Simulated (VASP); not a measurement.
CsSnI3, 5 atoms in the cell. The structure is cubic, space group Pm-3m (No. 221). The conventional cell has a = 4.730 Å, b = 4.730 Å, c = 4.730 Å, α = 90.00°, β = 90.00°, γ = 90.00°. Within 4.4 Å of Cs (site symmetry m-3m) lie 12 I at 3.34 Å and 8 Sn at 4.10 Å. Sn (site symmetry m-3m) has 6 I at 2.37 Å within 3.1 Å. Within 3.1 Å of I (site symmetry 4/mmm) lie 2 Sn at 2.37 Å. 

| Quantity | Value |
| --- | --- |
| Program | VASP 6.6.1 |
| Task | single point |
| Functional | PBEsol |
| Potentials or basis | VASP PAW PBE potentials, release 64 (Cs_sv, Sn_d, I) |
| Cutoff | 520 eV |
| k mesh | 8 × 8 × 8 |
| Occupations | gaussian, width 0.1 eV |
| Spin | no spin polarisation |
| Dipole correction | no |
| Further INCAR settings | ALGO = Normal; EDIFF = 1e-06; NBANDS = 30 |

Potentials or basis: VASP PAW PBE potentials, release 64 (Cs_sv, Sn_d, I).

Run with:

```sh
$ cat potpaw_PBE.64/Cs_sv/POTCAR potpaw_PBE.64/Sn_d/POTCAR potpaw_PBE.64/I/POTCAR > POTCAR
$ mpirun -np 1 vasp_std > vasp.out
```

Hardware: 1 thread of Intel(R) Xeon(R) 6975P-C (Granite Rapids) (shared host).

Task: Estimate the wall time of this run.

Result: Wall time 41 s on 1 thread of Intel(R) Xeon(R) 6975P-C (Granite Rapids) (shared host), peak memory 0.27 GiB. Counts: scf iterations 13, k points 35.
